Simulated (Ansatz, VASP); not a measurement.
# Ta: VASP beside Ansatz

Contents of INCAR:

```
PREC = Accurate ; ENCUT = 520
EDIFF = 1E-6 ; ISMEAR = 0
SIGMA = 0.1 ; LREAL = False
LASPH = True ; NELM = 80
ALGO = Normal ; ISIF = 2
LWAVE = False ; LCHARG = False
GGA = PE ; NBANDS = 12
```

The input KPOINTS:

```
Automatic mesh
0
Gamma
  18 18 18
```

Contents of POSCAR:

```
Ta
1.0
   -1.6426321101      1.6426321101      1.6426321101
    1.6426321101     -1.6426321101      1.6426321101
    1.6426321101      1.6426321101     -1.6426321101
Ta
1
Direct
    0.0000000000      0.0000000000      0.0000000000
```

Input for Ansatz:

```yaml
crystal:
  lattice:
    - [-1.6426321103, 1.6426321103, 1.6426321103]
    - [1.6426321103, -1.6426321103, 1.6426321103]
    - [1.6426321103, 1.6426321103, -1.6426321103]
  atoms:
    - { symbol: Ta, position: [0.0, 0.0, 0.0] }
basis:
  ecutwfc: 420
kpoints:
  mp_grid: { grid: [18, 18, 18] }
hamiltonian:
  xc: pbe
scf:
  occupations: { method: gaussian, width: 0.1 }
output:
  forces: true
  stress: true
  eigenvalues: true
  write_density: true
  write_potential: true
  elf: true
  volumetric_format: npy
```

Alike in both runs: task single point; functional PBE; k mesh 18 × 18 × 18; occupations gaussian, width 0.1 eV; no spin polarisation.

|  | VASP | Ansatz |
| --- | --- | --- |
| version | VASP 6.6.1 | Ansatz 0.2.0 |
| potentials or method | VASP PAW PBE potentials, release 64 (Ta_pv), cutoff 520 eV | scalar-relativistic, plane waves, PAW |
| valence electrons in the cell | 11 | 13 |

|  | VASP | Ansatz | Ansatz less VASP |
| --- | --- | --- | --- |
| gap on the k mesh at the Fermi level (eV) | none | none | - |
| pressure (GPa) | 6.4 | 6.2 | -0.14 |

A gap of «none» marks a metal or a gap that the smearing closes. VASP's potentials hold 11 valence electrons a cell and Ansatz's 13, so a difference there can come from the potentials and not from the codes.

Neither program's run includes spin-orbit coupling.
